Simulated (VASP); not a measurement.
# Os (P6_3/mmc) in VASP: single point with PBE

Aim: the single point of Os with PBE.

All numbers are computed with VASP 6.6.1; they aren't measurements. Logs are shortened: lines on timing, memory, paths and dates and some standing lists are left out, and cuts for length are marked.

## (1) The cell of the first run

The structure is hexagonal, space group P6_3/mmc (No. 194). The conventional cell has a = 2.734 Å, b = 2.734 Å, c = 4.320 Å, α = 90.00°, β = 90.00°, γ = 120.00°. Os (site symmetry -6m2) has 12 Os at 2.68 to 2.73 Å within 3.5 Å.

## (2) Single point, PBE

Contents of INCAR:

```
PREC = Accurate ; ENCUT = 600
EDIFF = 1E-6 ; ISMEAR = 0
SIGMA = 0.1 ; LREAL = F
LASPH = T ; NELM = 120
ALGO = Normal ; ISIF = 2
LWAVE = F ; LCHARG = F
GGA = PE ; NBANDS = 15
GGA_COMPAT = F
```

Contents of KPOINTS:

```
Automatic mesh
0
Gamma
  9 9 4
```

Contents of POSCAR:

```
Os
1.0
    2.7340999755      0.0000000000      0.0000000000
   -1.3670499878      2.3678000353      0.0000000000
    0.0000000000      0.0000000000      4.3197000000
Os
2
Direct
    0.3333333333      0.6666666667      0.2500000000
    0.6666666667      0.3333333333      0.7500000000
```

Potentials or basis: VASP PAW PBE potentials, release 64 (Os).

The run is started by

```console
> cat potpaw_PBE.64/Os/POTCAR > POTCAR
> mpirun -np 1 vasp_std > vasp.out
```

OUTCAR:

```text
PREC = Accurate
   ENCUT = 600
   EDIFF = 1E-6
   ISMEAR = 0
   LREAL = F
   LASPH = T
   NELM = 120
   ISIF = 2
   GGA = PE

 ion  position               nearest neighbor table
   1  0.333  0.667  0.250-   2 2.68   2 2.68   2 2.68   2 2.68   2 2.68   2 2.68
   2  0.667  0.333  0.750-   1 2.68   1 2.68   1 2.68   1 2.68   1 2.68   1 2.68

  LATTYP: Found a hexagonal cell.
 ALAT       =     2.7340999755
 C/A-ratio  =     1.5799349105

  Lattice vectors:

 A1 = (   2.7340999755,   0.0000000000,   0.0000000000)
 A2 = (  -1.3670499878,   2.3678000353,   0.0000000000)
 A3 = (   0.0000000000,   0.0000000000,   4.3197000000)

Analysis of symmetry for initial positions (statically):
=====================================================================
 Subroutine PRICEL returns:
 Original cell was already a primitive cell.

 Routine SETGRP: Setting up the symmetry group for a
 hexagonal supercell.

 Subroutine GETGRP returns: Found 24 space group operations
 (whereof 12 operations were pure point group operations)
 out of a pool of 24 trial point group operations.

The static configuration has the point symmetry D_3d.
 The point group associated with its full space group is D_6h.

Analysis of symmetry for dynamics (positions and initial velocities):
=====================================================================
 Subroutine PRICEL returns:
 Original cell was already a primitive cell.

 Routine SETGRP: Setting up the symmetry group for a
 hexagonal supercell.

 Subroutine GETGRP returns: Found 24 space group operations
 (whereof 12 operations were pure point group operations)
 out of a pool of 24 trial point group operations.

The dynamic configuration has the point symmetry D_3d.
 The point group associated with its full space group is D_6h.

 Subroutine INISYM returns: Found 24 space group operations
 (whereof 12 operations are pure point group operations),
 and found     1 'primitive' translations

----------------------------------------------------------------------------------------

                                     Primitive cell

  volume of cell :      27.9649

  direct lattice vectors                    reciprocal lattice vectors
     2.734099975  0.000000000  0.000000000     0.365751073  0.211166481  0.000000000
    -1.367049988  2.367800035  0.000000000     0.000000000  0.422332961  0.000000000
     0.000000000  0.000000000  4.319700000     0.000000000  0.000000000  0.231497558

  length of vectors
     2.734099975  2.734099976  4.319700000     0.422332961  0.422332961  0.231497558

  position of ions in fractional coordinates (direct lattice)
     0.333333333  0.666666667  0.250000000
     0.666666667  0.333333333  0.750000000

  ion indices of the primitive-cell ions
   primitive index   ion index
                 1           1
                 2           2

----------------------------------------------------------------------------------------

 KPOINTS: Automatic mesh

Automatic generation of k-mesh.
 Grid dimensions read from file:
 generate k-points for:    9    9    4

 Generating k-lattice:

  Cartesian coordinates                     Fractional coordinates (reciprocal lattice)
     0.040639008  0.023462942  0.000000000     0.111111111  0.000000000  0.000000000
     0.000000000  0.046925885  0.000000000     0.000000000  0.111111111  0.000000000
     0.000000000  0.000000000  0.057874389     0.000000000  0.000000000  0.250000000

  Length of vectors
     0.046925885  0.046925885  0.057874389

  Shift w.r.t. Gamma in fractional coordinates (k-lattice)
     0.000000000  0.000000000  0.000000000

 Subroutine IBZKPT returns following result:
 ===========================================

 Found     36 irreducible k-points:

 Following reciprocal coordinates:
            Coordinates               Weight
  0.000000  0.000000  0.000000      1.000000
  0.111111  0.000000  0.000000      6.000000
  0.222222  0.000000  0.000000      6.000000
  0.333333  0.000000  0.000000      6.000000
  0.444444  0.000000  0.000000      6.000000
  0.111111  0.111111  0.000000      6.000000
[... 16 lines left out ...]
  0.333333  0.222222  0.250000     24.000000
  0.333333  0.333333  0.250000      4.000000
 [... further k-points ...]
   k-points           NKPTS =     36   k-points in BZ     NKDIM =     36   number of bands    NBANDS=     15
   number of dos      NEDOS =    301   number of ions     NIONS =      2
   total plane-waves  NPLWV =  20736
   dimension x,y,z NGX =    24 NGY =   24 NGZ =   36
   dimension x,y,z NGXF=    48 NGYF=   48 NGZF=   72
   ions per type =               2
   NGX,Y,Z   is equivalent  to a cutoff of  14.59, 14.59, 13.85 a.u.
   NGXF,Y,Z  is equivalent  to a cutoff of  29.19, 29.19, 27.71 a.u.
 SYSTEM =  unknown system
   PREC   = accura    normal or accurate (medium, high low for compatibility)
   ISTART =      0    job   : 0-new  1-cont  2-samecut
   ICHARG =      2    charge: 1-file 2-atom 10-const
   ISPIN  =      1    spin polarized calculation?
   LNONCOLLINEAR =      F non collinear calculations
   LSORBIT =      F    spin-orbit coupling
   LASPH  =      T    aspherical Exc in radial PAW
   ENCUT  =  600.0 eV  44.10 Ry    6.64 a.u.   5.46  5.46  8.63*2*pi/ulx,y,z
   NELM   =    120;   NELMIN=  2; NELMDL= -5     # of ELM steps
   EDIFF  = 0.1E-05   stopping-criterion for ELM
   LREAL  =      F    real-space projection
   EDIFFG = 0.1E-04   stopping-criterion for IOM
   NSW    =      0    number of steps for IOM
   IBRION =     -1    ionic relax: 0-MD 1-quasi-New 2-CG
   NFREE  =      0    steps in history (QN), initial steepest desc. (CG)
   ISIF   =      2    stress and relaxation
   ISYM   =      2    0-nonsym 1-usesym 2-fastsym
   POTIM  = 0.5000    time-step for ionic-motion
   TEBEG  =    0.0;   TEEND  =   0.0 temperature during run
   PSTRESS=    0.0 pullay stress
   NELECT =      16.0000    total number of electrons
   NUPDOWN=      -1.0000    fix difference up-down
   EMIN   =  10.00;   EMAX   =-10.00  energy-range for DOS
   EFERMI =   0.00;   METHOD = LEGACY
   ISMEAR =     0;   SIGMA  =   0.10  broadening in eV -4-tet -1-fermi 0-gaus
   EFERMI_NEDOS =   21; number of points for ismear=-14 and -15
   IALGO  =     38    algorithm
   IMIX   =      4    mixing-type and parameters
     AMIX     =   0.40;   BMIX     =  1.00
     AMIX_MAG =   1.60;   BMIX_MAG =  1.00
  volume/ion in A,a.u.               =      13.98        94.36
  Fermi-wavevector in a.u.,A,eV,Ry     =   1.359076  2.568282 25.131162  1.847088
  Thomas-Fermi vector in A             =   2.485855
   LORBIT       =      0    0 simple, 1 ext, 2 COOP (PROOUT), +10 PAW based schemes
   GGA     = PE    functional components
   LHFCALC =     F    Hartree Fock is set to
   AEXX    =    0.0000 exact exchange contribution
   IVDW    =     0    specifies the selected vdW correction
   LEPSILON=     F    determine dielectric tensor
   LRPA    =     F    only Hartree local field effects (RPA)
 non-spin polarized calculation
 Gauss-broadening in eV      SIGMA  =   0.10
  energy-cutoff  :      600.00
  volume of cell :       27.96
 maximum number of plane-waves:       965
 NGX is ok and might be reduce to    24
   NGX = 11   NGY = 11   NGZ = 17

 number of electron      16.0000001 magnetization

 Free energy of the ion-electron system (eV)
  ---------------------------------------------------
  ext. energy  EPLUGINS =         0.00000000
  ---------------------------------------------------
  free energy    TOTEN  =       -22.50509313 eV

  energy without entropy =      -22.50281614  energy(sigma->0) =      -22.50395464

 E-fermi :   9.6198     XC(G=0): -14.0637

 val. band max:        9.6191467438   @ k =   0.3333   0.0000   0.2500
 cond. band min:       9.8276346199   @ k =   0.3333   0.1111   0.2500
 fundamental gap:      0.2084878760
 Fermi energy:         9.6198151318

 k-point     1 :       0.0000    0.0000    0.0000
  band No.  band energies     occupation
      1      -1.4715      2.00000
      2       1.6745      2.00000
      3       6.4067      2.00000
      4       6.4067      2.00000
      5       6.6652      2.00000
      6       7.2482      2.00000
      7       7.2482      2.00000
      8       7.9021      2.00000
      9       7.9021      2.00000
     10       9.5015      1.90562
     11      11.1519      0.00000
     12      11.1519      0.00000
     13      18.5494      0.00000
     14      23.5128      0.00000
     15      26.2338      0.00000

 k-point     2 :       0.1111    0.0000    0.0000
  band No.  band energies     occupation
      1      -0.9796      2.00000
      2       2.1005      2.00000
      3       5.6981      2.00000
      4       6.8442      2.00000
      5       6.9381      2.00000
      6       7.1462      2.00000
      7       7.3119      2.00000
      8       7.5719      2.00000
      9       7.6558      2.00000
     10       8.2493      2.00000
     11      11.3757      0.00000
     12      13.2994      0.00000
     13      18.4945      0.00000
     14      24.4851      0.00000
     15      26.8315      0.00000

 k-point     3 :       0.2222    0.0000    0.0000
  band No.  band energies     occupation
      1       0.3123      2.00000
      2       2.8913      2.00000
      3       5.0795      2.00000
      4       5.3008      2.00000
      5       6.4613      2.00000
      6       6.9020      2.00000
      7       7.6377      2.00000
      8       8.0835      2.00000
      9       8.3643      2.00000
     10       8.7960      2.00000
     11      11.7676      0.00000
     12      16.2624      0.00000
     13      18.1964      0.00000
     14      24.4904      0.00000
     15      26.1819      0.00000
[... 343 lines left out ...]
 k-point    23 :       0.3333    0.2222    0.2500
  band No.  band energies     occupation
      1       2.7938      2.00000
      2       3.8089      2.00000
      3       4.0090      2.00000
      4       4.6382      2.00000
      5       5.7718      2.00000
      6       6.7088      2.00000
      7       7.7921      2.00000
      8       9.8744      0.00032
      9      10.6656      0.00000
     10      11.9485      0.00000
     11      14.5628      0.00000
     12      16.1991      0.00000
     13      18.9254      0.00000
     14      19.5191      0.00000
     15      22.2770      0.00000

 k-point    24 :       0.3333    0.3333    0.2500
  band No.  band energies     occupation
      1       3.4494      2.00000
      2       3.8431      2.00000
      3       3.8431      2.00000
      4       4.8771      2.00000
      5       6.0097      2.00000
      6       6.0097      2.00000
      7       7.9618      2.00000
      8       9.8378      0.00205
      9      11.0904      0.00000
     10      11.0904      0.00000
     11      15.7444      0.00000
     12      15.7444      0.00000
     13      18.3809      0.00000
     14      21.6483      0.00000
     15      21.6483      0.00000

 [... further k-points ...]

------------------------ aborting loop because EDIFF is reached ----------------------------------------

  FORCE on cell =-STRESS in cart. coord.  units (eV):
  Direction    XX          YY          ZZ          XY          YZ          ZX
  --------------------------------------------------------------------------------------
  -------------------------------------------------------------------------------------
  Total        1.5485208      1.5485208      1.4899742     -0.0000000      0.0000000      0.0000000
  in kB       88.7185867     88.7185867     85.3643092     -0.0000000      0.0000000      0.0000000
  external PRESSURE =      87.6004942 kB  Pullay stress =       0.0000000 kB

 VOLUME and BASIS-vectors are now :
 -----------------------------------------------------------------------------
  energy-cutoff  :      600.00
  volume of cell :       27.96
      direct lattice vectors                 reciprocal lattice vectors
     2.734099975  0.000000000  0.000000000     0.365751073  0.211166481  0.000000000
    -1.367049988  2.367800035  0.000000000     0.000000000  0.422332961  0.000000000
     0.000000000  0.000000000  4.319700000     0.000000000  0.000000000  0.231497558

 POSITION                                       TOTAL-FORCE (eV/Angst)
 -----------------------------------------------------------------------------------
     -0.00000      1.57853      1.07993        -0.000000      0.000000      0.000000
      1.36705      0.78927      3.23977         0.000000     -0.000000      0.000000
 -----------------------------------------------------------------------------------
    total drift:                               -0.000000      0.000000     -0.000000

  FREE ENERGIE OF THE ION-ELECTRON SYSTEM (eV)
  ---------------------------------------------------
  free  energy   TOTEN  =       -22.5050931345 eV

  energy  without entropy=      -22.5028161369  energy(sigma->0) =      -22.50395464
```

Wall time 8.5 s (1 thread of Intel Xeon 6975P-C (Granite Rapids), shared host); peak memory 0.16 GiB.

Results:

```
Free energy            : -22.5051 eV
Pressure               : 8.8 GPa
Band gap on the k mesh : zero (band 8 reaches 11.49 eV, above the bottom of band 9 at 7.66 eV)
```

Stress tensor (GPa, compression positive):
```
8.87 0.00 0.00
0.00 8.87 0.00
0.00 0.00 8.54
```

Caveat: the k points lie up to 0.36 Å⁻¹ apart; spin-orbit coupling is left out, which moves the levels of the heavy elements.
